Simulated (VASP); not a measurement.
# LiTaO2 (P6/mmm) in VASP: a series of runs

Runs on LiTaO2. Level: PBE. Tasks: single point, relaxation of cell and atoms.

Everything below comes from runs of VASP 6.6.1. Logs are shortened: lines on timing, memory, paths and dates and some standing lists are left out, and cuts for length are marked.

## 1. The cell of the first run

It takes space group P6/mmm (No. 191, hexagonal). The conventional cell has a = 3.391 Å, b = 3.391 Å, c = 5.094 Å, α = 90.00°, β = 90.00°, γ = 120.00°. Within 2.6 Å of Li (site symmetry 6/mmm) lie 6 O at 1.96 Å and 2 Ta at 2.55 Å. Within 3.4 Å of Ta (site symmetry 6/mmm) lie 2 Li at 2.55 Å and 12 O at 3.21 Å and 6 Ta at 3.39 Å. Within 2.6 Å of O (site symmetry -6m2) lie 3 O at 1.96 Å and 3 Li at 1.96 Å.

## 2. Single point, PBE, collinear spin, ferromagnetic start

INCAR

```
  PREC = Accurate
  ENCUT = 520
  EDIFF = 1E-6
  ISMEAR = 0
  SIGMA = 0.1
  LREAL = False
  LASPH = True
  NELM = 150
  ALGO = Normal
  ISIF = 2
  LWAVE = False
  LCHARG = False
  ISPIN = 2
  MAGMOM = 0 1 0 0
  LORBIT = 11
  LMAXMIX = 4
  GGA = PE
  NBANDS = 25
```

KPOINTS

```
Automatic mesh
0
Gamma
  6 6 4
```

POSCAR

```
LiTaO2
1.0
    3.3914432781     -0.0000000027      0.0000000000
   -1.6957216367      2.9370760356      0.0000000000
    0.0000000000      0.0000000000      5.0944443267
Li Ta O
1 1 2
Direct
    0.0000000000      0.0000000000      0.0000000000
    0.0000000000      0.0000000000      0.5000000000
    0.3333333333      0.6666666667      0.0000000000
    0.6666666667      0.3333333333      0.0000000000
```

Potentials or basis: VASP PAW PBE potentials, release 64 (Li_sv, Ta_pv, O).

Run with:

```console
> cat potpaw_PBE.64/Li_sv/POTCAR potpaw_PBE.64/Ta_pv/POTCAR potpaw_PBE.64/O/POTCAR > POTCAR
> mpirun -np 1 vasp_std > vasp.out
```

OUTCAR:

```text
PREC = Accurate
   ENCUT = 520
   EDIFF = 1E-6
   ISMEAR = 0
   LREAL = False
   LASPH = True
   NELM = 150
   ISIF = 2
   ISPIN = 2
   LORBIT = 11
   GGA = PE

 ion  position               nearest neighbor table
   1  0.000  0.000  0.000-   3 1.96   4 1.96   3 1.96   4 1.96   4 1.96   3 1.96   2 2.55   2 2.55

   2  0.000  0.000  0.500-   1 2.55   1 2.55
   3  0.333  0.667  0.000-   4 1.96   1 1.96   4 1.96   1 1.96   1 1.96   4 1.96
   4  0.667  0.333  0.000-   3 1.96   1 1.96   3 1.96   1 1.96   1 1.96   3 1.96

  LATTYP: Found a hexagonal cell.
 ALAT       =     3.3914432781
 C/A-ratio  =     1.5021464046

  Lattice vectors:

 A1 = (   3.3914432781,  -0.0000000027,   0.0000000000)
 A2 = (  -1.6957216367,   2.9370760356,   0.0000000000)
 A3 = (   0.0000000000,   0.0000000000,   5.0944443267)

Analysis of symmetry for initial positions (statically):
=====================================================================
 Subroutine PRICEL returns:
 Original cell was already a primitive cell.

 Routine SETGRP: Setting up the symmetry group for a
 hexagonal supercell.

 Subroutine GETGRP returns: Found 24 space group operations
 (whereof 24 operations were pure point group operations)
 out of a pool of 24 trial point group operations.

The static configuration has the point symmetry D_6h.

Analysis of symmetry for dynamics (positions and initial velocities):
=====================================================================
 Subroutine PRICEL returns:
 Original cell was already a primitive cell.

 Routine SETGRP: Setting up the symmetry group for a
 hexagonal supercell.

 Subroutine GETGRP returns: Found 24 space group operations
 (whereof 24 operations were pure point group operations)
 out of a pool of 24 trial point group operations.

The dynamic configuration has the point symmetry D_6h.

Analysis of structural, dynamic, and magnetic symmetry:
=====================================================================
 Subroutine PRICEL returns:
 Original cell was already a primitive cell.

 Routine SETGRP: Setting up the symmetry group for a
 hexagonal supercell.

 Subroutine GETGRP returns: Found 24 space group operations
 (whereof 24 operations were pure point group operations)
 out of a pool of 24 trial point group operations.

The overall configuration has the point symmetry D_6h.

 Subroutine INISYM returns: Found 24 space group operations
 (whereof 24 operations are pure point group operations),
 and found     1 'primitive' translations

----------------------------------------------------------------------------------------

                                     Primitive cell

  volume of cell :      50.7454

  direct lattice vectors                    reciprocal lattice vectors
     3.391443278 -0.000000003  0.000000000     0.294859716  0.170237336  0.000000000
    -1.695721637  2.937076036  0.000000000     0.000000000  0.340474672  0.000000000
     0.000000000  0.000000000  5.094444327     0.000000000  0.000000000  0.196292262

  length of vectors
     3.391443278  3.391443278  5.094444327     0.340474672  0.340474672  0.196292262

  position of ions in fractional coordinates (direct lattice)
     0.000000000  0.000000000  0.000000000
     0.000000000  0.000000000  0.500000000
     0.333333333  0.666666667  0.000000000
     0.666666667  0.333333333  0.000000000

  ion indices of the primitive-cell ions
   primitive index   ion index
                 1           1
                 2           2
                 3           3
                 4           4

----------------------------------------------------------------------------------------

 KPOINTS: Automatic mesh

Automatic generation of k-mesh.
 Grid dimensions read from file:
 generate k-points for:    6    6    4

 Generating k-lattice:

  Cartesian coordinates                     Fractional coordinates (reciprocal lattice)
     0.049143286  0.028372889  0.000000000     0.166666667  0.000000000  0.000000000
     0.000000000  0.056745779  0.000000000     0.000000000  0.166666667  0.000000000
     0.000000000  0.000000000  0.049073065     0.000000000  0.000000000  0.250000000

  Length of vectors
     0.056745779  0.056745779  0.049073065

  Shift w.r.t. Gamma in fractional coordinates (k-lattice)
     0.000000000  0.000000000  0.000000000

 Subroutine IBZKPT returns following result:
 ===========================================

 Found     21 irreducible k-points:

 Following reciprocal coordinates:
            Coordinates               Weight
  0.000000  0.000000  0.000000      1.000000
  0.166667 -0.000000  0.000000      6.000000
  0.333333 -0.000000  0.000000      6.000000
  0.500000  0.000000  0.000000      3.000000
  0.166667  0.166667  0.000000      6.000000
  0.333333  0.166667  0.000000     12.000000
[... 13 lines left out ...]
  0.333333  0.166667  0.500000     12.000000
  0.333333  0.333333  0.500000      2.000000
   k-points           NKPTS =     21   k-points in BZ     NKDIM =     21   number of bands    NBANDS=     25
   number of dos      NEDOS =    301   number of ions     NIONS =      4
   total plane-waves  NPLWV =  31360
   dimension x,y,z NGX =    28 NGY =   28 NGZ =   40
   dimension x,y,z NGXF=    56 NGYF=   56 NGZF=   80
   ions per type =               1   1   2
   NGX,Y,Z   is equivalent  to a cutoff of  13.73, 13.73, 13.05 a.u.
   NGXF,Y,Z  is equivalent  to a cutoff of  27.45, 27.45, 26.11 a.u.
 SYSTEM =  unknown system
   PREC   = accura    normal or accurate (medium, high low for compatibility)
   ISTART =      0    job   : 0-new  1-cont  2-samecut
   ICHARG =      2    charge: 1-file 2-atom 10-const
   ISPIN  =      2    spin polarized calculation?
   LNONCOLLINEAR =      F non collinear calculations
   LSORBIT =      F    spin-orbit coupling
   LASPH  =      T    aspherical Exc in radial PAW
   ENCUT  =  520.0 eV  38.22 Ry    6.18 a.u.   6.31  6.31  9.47*2*pi/ulx,y,z
   NELM   =    150;   NELMIN=  2; NELMDL= -5     # of ELM steps
   EDIFF  = 0.1E-05   stopping-criterion for ELM
   LREAL  =      F    real-space projection
   EDIFFG = 0.1E-04   stopping-criterion for IOM
   NSW    =      0    number of steps for IOM
   IBRION =     -1    ionic relax: 0-MD 1-quasi-New 2-CG
   NFREE  =      0    steps in history (QN), initial steepest desc. (CG)
   ISIF   =      2    stress and relaxation
   ISYM   =      2    0-nonsym 1-usesym 2-fastsym
   POTIM  = 0.5000    time-step for ionic-motion
   TEBEG  =    0.0;   TEEND  =   0.0 temperature during run
   PSTRESS=    0.0 pullay stress
   NELECT =      26.0000    total number of electrons
   NUPDOWN=      -1.0000    fix difference up-down
   EMIN   =  10.00;   EMAX   =-10.00  energy-range for DOS
   EFERMI =   0.00;   METHOD = LEGACY
   ISMEAR =     0;   SIGMA  =   0.10  broadening in eV -4-tet -1-fermi 0-gaus
   EFERMI_NEDOS =   21; number of points for ismear=-14 and -15
   IALGO  =     38    algorithm
   IMIX   =      4    mixing-type and parameters
     AMIX     =   0.40;   BMIX     =  1.00
     AMIX_MAG =   1.60;   BMIX_MAG =  1.00
  volume/ion in A,a.u.               =      12.69        85.61
  Fermi-wavevector in a.u.,A,eV,Ry     =   1.309987  2.475517 23.348506  1.716067
  Thomas-Fermi vector in A             =   2.440548
   LORBIT       =     11    0 simple, 1 ext, 2 COOP (PROOUT), +10 PAW based schemes
   GGA     = PE    functional components
   LHFCALC =     F    Hartree Fock is set to
   AEXX    =    0.0000 exact exchange contribution
   IVDW    =     0    specifies the selected vdW correction
   LEPSILON=     F    determine dielectric tensor
   LRPA    =     F    only Hartree local field effects (RPA)
 spin polarized calculation
 Gauss-broadening in eV      SIGMA  =   0.10
  energy-cutoff  :      520.00
  volume of cell :       50.75
 maximum number of plane-waves:      1381
 NGX is ok and might be reduce to    28
   NGX = 13   NGY = 13   NGZ = 19

 number of electron      26.0000013 magnetization       0.4573704

 Free energy of the ion-electron system (eV)
  ---------------------------------------------------
  ext. energy  EPLUGINS =         0.00000000
  ---------------------------------------------------
  free energy    TOTEN  =       -19.31098780 eV

  energy without entropy =      -19.28455580  energy(sigma->0) =      -19.29777180

 E-fermi :   3.4733     XC(G=0): -10.7469

 val. band max:        3.4529154741   @ k =   0.5000   0.0000   0.5000
 cond. band min:       3.4737243419   @ k =   0.0000   0.0000   0.5000
 fundamental gap:      0.0208088678
 Fermi energy:         3.4733489692

 spin component 1

 k-point     1 :       0.0000    0.0000    0.0000
  band No.  band energies     occupation
      1     -41.0593      1.00000
      2     -32.5190      1.00000
      3     -32.1162      1.00000
      4     -32.1162      1.00000
      5     -16.7646      1.00000
      6     -11.3118      1.00000
[... 17 lines left out ...]
     24      17.1121      0.00000
     25      18.8090      0.00000
[... 536 lines left out ...]
      2     -32.4877      1.00000
      3     -32.2496      1.00000
      4     -32.2496      1.00000
      5     -14.6734      1.00000
      6     -14.6734      1.00000
[... 17 lines left out ...]
     24      16.6722      0.00000
     25      18.8089      0.00000
 Fermi energy:         3.4733489692

 spin component 2

 k-point     1 :       0.0000    0.0000    0.0000
  band No.  band energies     occupation
      1     -41.0703      1.00000
      2     -32.5023      1.00000
      3     -31.9250      1.00000
      4     -31.9250      1.00000
      5     -16.6808      1.00000
      6     -11.2095      1.00000
[... 17 lines left out ...]
     24      17.1339      0.00000
     25      18.7909      0.00000
[... 537 lines left out ...]
      3     -32.0555      1.00000
      4     -32.0555      1.00000
      5     -14.5834      1.00000
      6     -14.5834      1.00000
[... 17 lines left out ...]
     24      16.8465      0.00000
     25      18.8079      0.00000

------------------------ aborting loop because EDIFF is reached ----------------------------------------

  FORCE on cell =-STRESS in cart. coord.  units (eV):
  Direction    XX          YY          ZZ          XY          YZ          ZX
  --------------------------------------------------------------------------------------
  -------------------------------------------------------------------------------------
  Total       -0.6388580     -0.6388580     -0.0225753     -0.0000000     -0.0000000      0.0000000
  in kB      -20.1705774    -20.1705774     -0.7127668     -0.0000000     -0.0000000      0.0000000
  external PRESSURE =     -13.6846405 kB  Pullay stress =       0.0000000 kB

 VOLUME and BASIS-vectors are now :
 -----------------------------------------------------------------------------
  energy-cutoff  :      520.00
  volume of cell :       50.75
      direct lattice vectors                 reciprocal lattice vectors
     3.391443278 -0.000000003  0.000000000     0.294859716  0.170237336  0.000000000
    -1.695721637  2.937076036  0.000000000     0.000000000  0.340474672  0.000000000
     0.000000000  0.000000000  5.094444327     0.000000000  0.000000000  0.196292262

 POSITION                                       TOTAL-FORCE (eV/Angst)
 -----------------------------------------------------------------------------------
      0.00000      0.00000      0.00000         0.000000      0.000000      0.000000
      0.00000      0.00000      2.54722         0.000000      0.000000      0.000000
      0.00000      1.95805      0.00000        -0.000000     -0.000000      0.000000
      1.69572      0.97903      0.00000        -0.000000      0.000000     -0.000000
 -----------------------------------------------------------------------------------
    total drift:                                0.000000     -0.000000     -0.000000

  FREE ENERGIE OF THE ION-ELECTRON SYSTEM (eV)
  ---------------------------------------------------
  free  energy   TOTEN  =       -19.3109878016 eV

  energy  without entropy=      -19.2845558017  energy(sigma->0) =      -19.29777180

 total charge

# of ion       s       p       d       tot
------------------------------------------
    1        2.048   0.106   0.000   2.155
    2        0.332   6.006   2.069   8.406
    3        1.649   3.140   0.000   4.789
    4        1.649   3.140   0.000   4.789
--------------------------------------------------
tot          5.678  12.392   2.069  20.139

 magnetization (x)

# of ion       s       p       d       tot
------------------------------------------
    1       -0.001  -0.005   0.000  -0.006
    2       -0.005   0.017   0.198   0.210
    3        0.001   0.048   0.000   0.049
    4        0.001   0.048   0.000   0.049
--------------------------------------------------
tot         -0.005   0.108   0.198   0.302
```

Run time: 1.7 min. Hardware: 1 thread of Intel Xeon 6975P-C, shared host; peak memory 0.22 GiB.

What came out:

- Free energy: -19.3110 eV
- Net moment: 0.46 μB per cell
- Site moments: Li -0.01; Ta +0.21; O +0.05 μB
- Valence electrons inside the program's atomic spheres: Li 2.15; Ta 8.41; O 4.79

Caveat: the cutoff is under 1.25 times the usual one of these potentials, so pressure, stress and relaxed cells hold a basis-set (Pulay) error; spin-orbit coupling is left out, which moves the levels of the heavy elements.

(Continued in part 2 of 2.)
